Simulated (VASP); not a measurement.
# Mn: density of states with PBE

Crystal: Mn.

```xyz
2
Lattice="1.8801 0.0000 0.0000 -0.9401 1.6282 0.0000 0.0000 0.0000 3.0115" Properties=species:S:1:pos:R:3 pbc="T T T"
Mn    0.0000    1.0855    0.7529
Mn    0.9401    0.5427    2.2586
```

This cell differs from its parent crystal: volume scaled by 0.43.

- Program: VASP 6.6.1
- Task: density of states
- Functional: PBE
- Potentials or basis: VASP PAW PBE potentials, release 64 (Mn_pv)
- Cutoff: 520 eV
- k mesh: 17 × 17 × 9
- Occupations: fermi-dirac, width 0.1 eV
- Spin: collinear spin, ferromagnetic start
- Starting moments: [3.0, 3.0] μB
- Dipole correction: no
- k mesh for the DOS: 26 × 26 × 14
- Occupations for the DOS: tetrahedron
- Further INCAR settings: ALGO = Normal; EDIFF = 1e-06; NBANDS = 24

```json
{"Net moment": "0.00 μB per cell"}
```

Levels at points of the mesh, in eV from the Fermi level:
Spin up:
```csv
k point,band 9,band 10,band 11,band 12,band 13,band 14,band 15,band 16,band 17,band 18
"(0.00, 0.00, 0.00)",-4.28,-4.28,-3.94,-2.51,-2.51,-1.06,-1.06,3.96,3.96,6.80
"(0.50, 0.00, 0.00)",-8.79,-5.06,-2.27,-1.00,-0.02,4.93,5.65,5.73,11.48,17.24
"(0.00, 0.00, 0.50)",-4.52,-4.52,-4.52,-4.52,-1.11,-1.11,2.96,2.96,2.96,2.96
"(0.50, 0.00, 0.50)",-9.04,-9.04,-0.50,-0.50,3.52,3.52,5.39,5.39,11.07,11.07
```
Spin down:
| k point | band 11 | band 12 | band 13 | band 14 | band 15 | band 16 |
| --- | --- | --- | --- | --- | --- | --- |
| (0.00, 0.00, 0.00) | -3.94 | -2.51 | -2.51 | -1.06 | -1.06 | 3.96 |
| (0.50, 0.00, 0.00) | -2.27 | -1.00 | -0.02 | 4.93 | 5.65 | 5.73 |
| (0.00, 0.00, 0.50) | -4.52 | -4.52 | -1.11 | -1.11 | 2.96 | 2.96 |
| (0.50, 0.00, 0.50) | -0.50 | -0.50 | 3.52 | 3.52 | 5.39 | 5.39 |

Run time: 94 s on 1 thread of Intel(R) Xeon(R) Platinum 8559C (Emerald Rapids), with other jobs on the host, peak memory 0.34 GiB.

Caveat: the starting moments collapsed, and a magnetic state may lie lower.
